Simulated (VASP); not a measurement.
Wanted: the native input for a VASP 6.6.1 run.

| Property | Result |
| --- | --- |
| Task | relaxation of cell and atoms |
| Functional | PBE |
| Potentials or basis | VASP PAW PBE potentials, release 64 (Hf_pv) |
| Cutoff | 600 eV |
| k mesh | 6 × 6 × 2 |
| Occupations | gaussian, width 0.1 eV |
| Spin | no spin polarisation |
| Dipole correction | no |
| Further INCAR settings | ALGO = Fast; EDIFF = 1e-07; IBRION = 2; EDIFFG = -0.04; NSW = 90; ISIF = 3 |

The structure of Hf lies in POSCAR:

```
Hf
1.0
    3.2432256534      0.0000000000      0.0000000000
   -1.6216128267      2.8087158061      0.0000000000
    0.0000000000      0.0000000000     10.4600428570
Hf
4
Direct
    0.0000000000      0.0000000000      0.0000000000
    0.0000000000      0.0000000000      0.5000000000
    0.3333333333      0.6666666667      0.7500000000
    0.6666666667      0.3333333333      0.2500000000
```

These files were run (other wordings do the same):

INCAR

```
PREC = Accurate
ENCUT = 600
EDIFF = 1E-7
ISMEAR = 0
SIGMA = 0.1
LREAL = False
LASPH = True
NELM = 100
ALGO = Fast
ISIF = 3
LWAVE = False
LCHARG = False
GGA = PE
IBRION = 2
NSW = 90
EDIFFG = -0.04
```

KPOINTS

```
Automatic mesh
0
Gamma
  6 6 2
```

Potentials or basis: VASP PAW PBE potentials, release 64 (Hf_pv).

Run with:

```bash
$ cat potpaw_PBE.64/Hf_pv/POTCAR > POTCAR
$ mpirun -np 1 vasp_std > vasp.out
```

It gave:

- Relaxed volume: 22.51 Å³/atom
- Relaxed cell: a = 3.184 Å, b = 3.184 Å, c = 10.257 Å, α = 90.00°, β = 90.00°, γ = 120.00°
- Space group after relaxing (to 0.05 Å): P6_3/mmc (No. 194)
- Energy gained by relaxing: 24.0 meV/atom
- Ionic steps: 3
- Pressure after relaxing: -0.1 GPa
- Band gap on the k mesh: zero (band 20 reaches 5.85 eV, above the bottom of band 21 at 4.55 eV)

Caveat: the k points lie up to 0.38 Å⁻¹ apart in the final cell; spin-orbit coupling is left out, which moves the levels of the heavy elements.

It took 4.1 min on 1 thread of AMD EPYC 7R43 64-Core Processor (Zen 3), on a shared host, peak memory 0.22 GiB.
